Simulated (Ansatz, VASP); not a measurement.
## Two plane-wave programs on ScS4

```
CELL_PARAMETERS angstrom
3.43281 -3.97886 0.00000
3.43281 3.97886 0.00000
0.00000 0.00000 3.60169
ATOMIC_POSITIONS crystal
Sc 0.00000 0.00000 0.00000
S 0.72971 0.72971 0.50000
S 0.27029 0.27029 0.50000
S 0.68187 0.31813 0.00000
S 0.31813 0.68187 0.00000
```

Change from the starting cell: species swapped into the OsCl4 type (Cmmm, No. 65).

Alike in both runs: task single point; functional PBE; k mesh 4 × 4 × 6; occupations gaussian, width 0.1 eV; collinear spin.

|  | VASP | Ansatz |
| --- | --- | --- |
| version | VASP 6.6.1 | Ansatz 0.2.0 |
| potentials or method | VASP PAW PBE potentials, release 64 (Sc_sv, S), cutoff 520 eV | scalar-relativistic, plane waves, PAW |
| valence electrons in the cell | 35 | 35 |

Ansatz gave:

* gap on the k mesh at the Fermi level (eV): none
* pressure (GPa): -0.1
* traceless stress, the component that is largest in VASP (GPa): 0.10
* rms of the force components (eV/Å): 0.003
* net moment per atom (μB): 0.00

Estimate VASP's values.

gap on the k mesh at the Fermi level (eV): none; pressure (GPa): -0.1; traceless stress, the component that is largest in VASP (GPa): 0.08; rms of the force components (eV/Å): 0.008; net moment per atom (μB): 0.00.

Atom by atom the forces differ by 0.010 eV/Å (rms over components). A gap of «none» marks a metal or a gap that the smearing closes. Ansatz's warnings: seeded moment not kept.
